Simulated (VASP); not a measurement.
# ScGaN (P4/mmm) in VASP: notebook

The runs below take ScGaN through single point, relaxation of cell and atoms, with PBE.

Program: VASP 6.6.1. These are calculated values, not measurements. Logs are shortened: lines on timing, memory, paths and dates and some standing lists are left out, and cuts for length are marked.

## (1) The cell of the first run

The structure is tetragonal, space group P4/mmm (No. 123). Conventional cell: a = 3.105 Å, b = 3.105 Å, c = 4.472 Å, α = 90.00°, β = 90.00°, γ = 90.00°. Sc (site symmetry 4/mmm) has 4 N at 2.20 Å within 2.9 Å. Within 3.2 Å of Ga (site symmetry 4/mmm) lie 2 N at 2.24 Å and 4 Ga at 3.11 Å and 8 Sc at 3.13 Å. Within 2.9 Å of N (site symmetry 4/mmm) lie 4 Sc at 2.20 Å and 2 Ga at 2.24 Å.

The cell was generated, and may not be a known phase.

## (2) Single point, PBE

Input file INCAR:

```
SYSTEM = ScGaN
PREC     = Accurate       ! precision mode
ENCUT    = 520            ! plane-wave cutoff, eV
EDIFF    = 1E-7           ! SCF threshold, eV
ISMEAR   = 0              ! smearing method
SIGMA    = 0.1            ! smearing width, eV
LREAL    = .FALSE.        ! projectors in reciprocal space
LASPH    = .TRUE.         ! aspherical terms in the spheres
NELM     = 80             ! most SCF steps
ALGO     = Normal         ! electronic algorithm
ISIF     = 2              ! what is computed and relaxed
LWAVE    = .FALSE.        ! write WAVECAR
LCHARG   = .FALSE.        ! write CHGCAR
GGA      = PE             ! functional
NBANDS   = 22             ! bands
```

Input file KPOINTS:

```
regular mesh
0
G
  14 14 14
  0 0 0
```

Input file POSCAR:

```
ScGaN
1.0
    3.1052868453      0.0000000000      0.0000000000
    0.0000000000      3.1052868453      0.0000000000
    0.0000000000      0.0000000000      4.4723657310
Sc Ga N
1 1 1
Direct
    0.0000000000      0.0000000000      0.0000000000
    0.5000000000      0.5000000000      0.5000000000
    0.5000000000      0.5000000000      0.0000000000
```

Potentials or basis: VASP PAW PBE potentials, release 64 (Sc_sv, Ga_d, N).

Run with:

```sh
$ cat potpaw_PBE.64/Sc_sv/POTCAR potpaw_PBE.64/Ga_d/POTCAR potpaw_PBE.64/N/POTCAR > POTCAR
$ mpirun -np 1 vasp_std > vasp.out
```

OUTCAR:

```text
SYSTEM = ScGaN
   PREC = Accurate
   ENCUT = 520
   EDIFF = 1E-7
   ISMEAR = 0
   LREAL = .FALSE.
   LASPH = .TRUE.
   NELM = 80
   ISIF = 2
   GGA = PE

 ion  position               nearest neighbor table
   1  0.000  0.000  0.000-   3 2.20   3 2.20   3 2.20   3 2.20   2 3.13   2 3.13   2 3.13   2 3.13
                             2 3.13   2 3.13   2 3.13   2 3.13
   2  0.500  0.500  0.500-   3 2.24   3 2.24   1 3.13   1 3.13   1 3.13   1 3.13   1 3.13   1 3.13
                             1 3.13   1 3.13
   3  0.500  0.500  0.000-   1 2.20   1 2.20   1 2.20   1 2.20   2 2.24   2 2.24

  LATTYP: Found a simple tetragonal cell.
 ALAT       =     3.1052868453
 C/A-ratio  =     1.4402423846

  Lattice vectors:

 A1 = (   3.1052868453,   0.0000000000,   0.0000000000)
 A2 = (   0.0000000000,   3.1052868453,   0.0000000000)
 A3 = (   0.0000000000,   0.0000000000,   4.4723657310)

Analysis of symmetry for initial positions (statically):
=====================================================================
 Subroutine PRICEL returns:
 Original cell was already a primitive cell.

 Routine SETGRP: Setting up the symmetry group for a
 simple tetragonal supercell.

 Subroutine GETGRP returns: Found 16 space group operations
 (whereof 16 operations were pure point group operations)
 out of a pool of 16 trial point group operations.

The static configuration has the point symmetry D_4h.

Analysis of symmetry for dynamics (positions and initial velocities):
=====================================================================
 Subroutine PRICEL returns:
 Original cell was already a primitive cell.

 Routine SETGRP: Setting up the symmetry group for a
 simple tetragonal supercell.

 Subroutine GETGRP returns: Found 16 space group operations
 (whereof 16 operations were pure point group operations)
 out of a pool of 16 trial point group operations.

The dynamic configuration has the point symmetry D_4h.

 Subroutine INISYM returns: Found 16 space group operations
 (whereof 16 operations are pure point group operations),
 and found     1 'primitive' translations

----------------------------------------------------------------------------------------

                                     Primitive cell

  volume of cell :      43.1262

  direct lattice vectors                    reciprocal lattice vectors
     3.105286845  0.000000000  0.000000000     0.322031442  0.000000000  0.000000000
     0.000000000  3.105286845  0.000000000     0.000000000  0.322031442  0.000000000
     0.000000000  0.000000000  4.472365731     0.000000000  0.000000000  0.223595310

  length of vectors
     3.105286845  3.105286845  4.472365731     0.322031442  0.322031442  0.223595310

  position of ions in fractional coordinates (direct lattice)
     0.000000000  0.000000000  0.000000000
     0.500000000  0.500000000  0.500000000
     0.500000000  0.500000000  0.000000000

  ion indices of the primitive-cell ions
   primitive index   ion index
                 1           1
                 2           2
                 3           3

----------------------------------------------------------------------------------------

 KPOINTS: regular mesh

Automatic generation of k-mesh.
 Grid dimensions read from file:
 generate k-points for:   14   14   14

 Generating k-lattice:

  Cartesian coordinates                     Fractional coordinates (reciprocal lattice)
     0.023002246  0.000000000  0.000000000     0.071428571  0.000000000  0.000000000
     0.000000000  0.023002246  0.000000000     0.000000000  0.071428571  0.000000000
     0.000000000  0.000000000  0.015971094     0.000000000  0.000000000  0.071428571

  Length of vectors
     0.023002246  0.023002246  0.015971094

  Shift w.r.t. Gamma in fractional coordinates (k-lattice)
     0.000000000  0.000000000  0.000000000

 Subroutine IBZKPT returns following result:
 ===========================================

 Found    288 irreducible k-points:

 Following reciprocal coordinates:
            Coordinates               Weight
  0.000000  0.000000  0.000000      1.000000
  0.071429  0.000000  0.000000      4.000000
  0.142857  0.000000  0.000000      4.000000
  0.214286  0.000000  0.000000      4.000000
  0.285714  0.000000  0.000000      4.000000
  0.357143  0.000000  0.000000      4.000000
[... 16 lines left out ...]
  0.285714  0.214286  0.000000      8.000000
  0.357143  0.214286  0.000000      8.000000
 [... further k-points ...]
   k-points           NKPTS =    288   k-points in BZ     NKDIM =    288   number of bands    NBANDS=     22
   number of dos      NEDOS =    301   number of ions     NIONS =      3
   total plane-waves  NPLWV =  20736
   dimension x,y,z NGX =    24 NGY =   24 NGZ =   36
   dimension x,y,z NGXF=    48 NGYF=   48 NGZF=   72
   ions per type =               1   1   1
   NGX,Y,Z   is equivalent  to a cutoff of  12.85, 12.85, 13.38 a.u.
   NGXF,Y,Z  is equivalent  to a cutoff of  25.70, 25.70, 26.76 a.u.
 SYSTEM =  ScGaN
   PREC   = accura    normal or accurate (medium, high low for compatibility)
   ISTART =      0    job   : 0-new  1-cont  2-samecut
   ICHARG =      2    charge: 1-file 2-atom 10-const
   ISPIN  =      1    spin polarized calculation?
   LNONCOLLINEAR =      F non collinear calculations
   LSORBIT =      F    spin-orbit coupling
   LASPH  =      T    aspherical Exc in radial PAW
   ENCUT  =  520.0 eV  38.22 Ry    6.18 a.u.   5.77  5.77  8.32*2*pi/ulx,y,z
   NELM   =     80;   NELMIN=  2; NELMDL= -5     # of ELM steps
   EDIFF  = 0.1E-06   stopping-criterion for ELM
   LREAL  =      F    real-space projection
   EDIFFG = 0.1E-05   stopping-criterion for IOM
   NSW    =      0    number of steps for IOM
   IBRION =     -1    ionic relax: 0-MD 1-quasi-New 2-CG
   NFREE  =      0    steps in history (QN), initial steepest desc. (CG)
   ISIF   =      2    stress and relaxation
   ISYM   =      2    0-nonsym 1-usesym 2-fastsym
   POTIM  = 0.5000    time-step for ionic-motion
   TEBEG  =    0.0;   TEEND  =   0.0 temperature during run
   PSTRESS=    0.0 pullay stress
   NELECT =      29.0000    total number of electrons
   NUPDOWN=      -1.0000    fix difference up-down
   EMIN   =  10.00;   EMAX   =-10.00  energy-range for DOS
   EFERMI =   0.00;   METHOD = LEGACY
   ISMEAR =     0;   SIGMA  =   0.10  broadening in eV -4-tet -1-fermi 0-gaus
   EFERMI_NEDOS =   21; number of points for ismear=-14 and -15
   IALGO  =     38    algorithm
   IMIX   =      4    mixing-type and parameters
     AMIX     =   0.40;   BMIX     =  1.00
     AMIX_MAG =   1.60;   BMIX_MAG =  1.00
  volume/ion in A,a.u.               =      14.38        97.01
  Fermi-wavevector in a.u.,A,eV,Ry     =   1.434258  2.710354 27.988486  2.057096
  Thomas-Fermi vector in A             =   2.553686
   LORBIT       =      0    0 simple, 1 ext, 2 COOP (PROOUT), +10 PAW based schemes
   GGA     = PE    functional components
   LHFCALC =     F    Hartree Fock is set to
   AEXX    =    0.0000 exact exchange contribution
   IVDW    =     0    specifies the selected vdW correction
   LEPSILON=     F    determine dielectric tensor
   LRPA    =     F    only Hartree local field effects (RPA)
 non-spin polarized calculation
 Gauss-broadening in eV      SIGMA  =   0.10
  energy-cutoff  :      520.00
  volume of cell :       43.13
 maximum number of plane-waves:      1184
 NGX is ok and might be reduce to    24
   NGX = 11   NGY = 11   NGZ = 17

 number of electron      28.9999989 magnetization

 Free energy of the ion-electron system (eV)
  ---------------------------------------------------
  ext. energy  EPLUGINS =         0.00000000
  ---------------------------------------------------
  free energy    TOTEN  =       -20.10813238 eV

  energy without entropy =      -20.10383609  energy(sigma->0) =      -20.10598424

 E-fermi :   6.1000     XC(G=0): -11.3166

 val. band max:        6.0957155487   @ k =   0.5000   0.4286   0.0000
 cond. band min:       6.1003384843   @ k =   0.0714   0.0000   0.3571
 fundamental gap:      0.0046229355
 Fermi energy:         6.0999528269

 k-point     1 :       0.0000    0.0000    0.0000
  band No.  band energies     occupation
      1     -43.4997      2.00000
      2     -22.2978      2.00000
      3     -21.9256      2.00000
      4     -21.9256      2.00000
      5      -9.7786      2.00000
      6      -8.9220      2.00000
[... 14 lines left out ...]
     21      13.0157      0.00000
     22      13.0157      0.00000

 k-point     2 :       0.0714    0.0000    0.0000
  band No.  band energies     occupation
      1     -43.4976      2.00000
      2     -22.2956      2.00000
      3     -21.9503      2.00000
      4     -21.9225      2.00000
      5      -9.7443      2.00000
      6      -8.9163      2.00000
[... 14 lines left out ...]
     21      12.1991      0.00000
     22      13.0909      0.00000

 k-point     3 :       0.1429    0.0000    0.0000
  band No.  band energies     occupation
      1     -43.4917      2.00000
      2     -22.2892      2.00000
      3     -22.0190      2.00000
      4     -21.9139      2.00000
      5      -9.6527      2.00000
      6      -8.9011      2.00000
[... 14 lines left out ...]
     21      11.8300      0.00000
     22      13.3115      0.00000
[... 476 lines left out ...]
 k-point    23 :       0.2857    0.2143    0.0000
  band No.  band energies     occupation
      1     -43.4576      2.00000
      2     -22.2537      2.00000
      3     -22.1832      2.00000
      4     -22.0552      2.00000
      5      -9.3975      2.00000
      6      -8.8228      2.00000
[... 14 lines left out ...]
     21      12.2979      0.00000
     22      12.4797      0.00000

 k-point    24 :       0.3571    0.2143    0.0000
  band No.  band energies     occupation
      1     -43.4491      2.00000
      2     -22.2688      2.00000
      3     -22.2451      2.00000
      4     -22.0386      2.00000
      5      -9.3620      2.00000
      6      -8.8368      2.00000
[... 14 lines left out ...]
     21      12.4277      0.00000
     22      12.6044      0.00000

 [... further k-points ...]

------------------------ aborting loop because EDIFF is reached ----------------------------------------

  FORCE on cell =-STRESS in cart. coord.  units (eV):
  Direction    XX          YY          ZZ          XY          YZ          ZX
  --------------------------------------------------------------------------------------
  -------------------------------------------------------------------------------------
  Total        0.1832897      0.1832897      0.0690187      0.0000000      0.0000000     -0.0000000
  in kB        6.8093836      6.8093836      2.5641081      0.0000000      0.0000000     -0.0000000
  external PRESSURE =       5.3942917 kB  Pullay stress =       0.0000000 kB

 VOLUME and BASIS-vectors are now :
 -----------------------------------------------------------------------------
  energy-cutoff  :      520.00
  volume of cell :       43.13
      direct lattice vectors                 reciprocal lattice vectors
     3.105286845  0.000000000  0.000000000     0.322031442  0.000000000  0.000000000
     0.000000000  3.105286845  0.000000000     0.000000000  0.322031442  0.000000000
     0.000000000  0.000000000  4.472365731     0.000000000  0.000000000  0.223595310

 POSITION                                       TOTAL-FORCE (eV/Angst)
 -----------------------------------------------------------------------------------
      0.00000      0.00000      0.00000         0.000000      0.000000      0.000000
      1.55264      1.55264      2.23618         0.000000      0.000000      0.000000
      1.55264      1.55264      0.00000         0.000000      0.000000      0.000000
 -----------------------------------------------------------------------------------
    total drift:                                0.000000      0.000000     -0.000000

  FREE ENERGIE OF THE ION-ELECTRON SYSTEM (eV)
  ---------------------------------------------------
  free  energy   TOTEN  =       -20.1081323829 eV

  energy  without entropy=      -20.1038360931  energy(sigma->0) =      -20.10598424
```

It took 88 s on 1 thread of Intel Xeon 6975P-C (Granite Rapids), shared host; peak memory 0.38 GiB.

Results:

| Property | Result |
| --- | --- |
| Free energy | -20.1081 eV |
| Pressure | 0.5 GPa |
| Band gap on the k mesh | zero (an odd number of electrons rules out a gap without spin polarisation) |

Levels at points of the mesh, in eV from the Fermi level:
```tsv
k point	band 11	band 12	band 13	band 14	band 15	band 16	band 17	band 18	band 19	band 20
(0.00, 0.00, 0.00)	-7.13	-5.38	-1.81	-1.81	-0.37	2.55	2.55	3.05	3.38	5.76
(0.50, 0.00, 0.00)	-6.17	-5.40	-3.98	-3.97	-2.55	2.86	3.14	3.73	5.00	5.16
(0.50, 0.50, 0.00)	-3.98	-3.94	-3.94	-0.94	0.52	0.52	0.64	1.02	1.02	4.44
(0.00, 0.00, 0.50)	-9.10	-1.65	-1.65	-0.38	-0.30	-0.08	1.92	1.92	3.05	4.66
(0.50, 0.00, 0.50)	-7.58	-5.50	-3.86	-2.92	0.99	1.83	2.74	3.22	3.85	4.31
(0.50, 0.50, 0.50)	-5.38	-3.30	-3.30	-2.13	-2.13	2.42	3.08	3.57	4.23	4.23
```

(Continued in part 2 of 2.)
